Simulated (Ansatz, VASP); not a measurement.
**Two plane-wave programs on Ag**

Contents of INCAR:

```
SYSTEM = Ag
  ALGO = Normal
  EDIFF = 1E-6
  EDIFFG = -0.04
  ENCUT = 600
  GGA = PE
  IBRION = 2
  ISIF = 3
  ISMEAR = 0
  LASPH = .TRUE.
  LCHARG = .FALSE.
  LREAL = .FALSE.
  LWAVE = .FALSE.
  NELM = 80
  NSW = 90
  PREC = Accurate
  SIGMA = 0.1
```

The input KPOINTS:

```
k-points
0
G
  8 8 4
  0 0 0
```

File POSCAR:

```
Ag
1.0
    2.1631890900      0.0000000000      0.0000000000
    0.0000000000      2.1631890900      0.0000000000
    0.0000000000      0.0000000000      4.5476753700
Ag
2
Direct
    0.5000000000      0.5000000000      0.2439761000
    0.5000000000      0.5000000000      0.7560239000
```

Input for Ansatz:

```yaml
crystal:
  lattice:
    - [2.16318909, 0.0, 0.0]
    - [0.0, 2.16318909, 0.0]
    - [0.0, 0.0, 4.54767537]
  atoms:
    - { symbol: Ag, position: [0.5, 0.5, 0.2439761] }
    - { symbol: Ag, position: [0.5, 0.5, 0.7560239] }
basis:
  ecutwfc: 420
kpoints:
  mp_grid: { grid: [8, 8, 4] }
hamiltonian:
  xc: pbe
scf:
  occupations: { method: gaussian, width: 0.1 }
  lower_state_search: "off"
output:
  forces: true
  stress: true
  eigenvalues: true
relax:
  adjacent_minimum: "off"
  f_tol: 0.04
  max_steps: 70
  cell: { stress_tol: 0.4 }
```

Alike in both runs: task relaxation of cell and atoms; functional PBE; k mesh 8 × 8 × 4; occupations gaussian, width 0.1 eV; no spin polarisation.

|  | VASP | Ansatz |
| --- | --- | --- |
| version | VASP 6.6.1 | Ansatz 0.2.0 |
| potentials or method | VASP PAW PBE potentials, release 64 (Ag), cutoff 600 eV | scalar-relativistic, plane waves, PAW |
| valence electrons in the cell | 22 | 38 |

|  | VASP | Ansatz | Ansatz less VASP |
| --- | --- | --- | --- |
| gap on the k mesh at the Fermi level, each at its own relaxed structure (eV) | none | none | - |
| relaxed volume (Å³/atom) | 20.70 | 20.89 | +0.186 |
| relaxed cell length with the largest relative difference (Å) | 5.492 | 5.508 | +0.0164 |

A gap of «none» marks a metal or a gap that the smearing closes. VASP's potentials hold 22 valence electrons a cell and Ansatz's 38, so a difference there can come from the potentials and not from the codes.

The k mesh is coarse, so the values compare programs but aren't converged. Noted on VASP's run: the volume moved by over 15 % at a fixed basis, so the end points are rough.
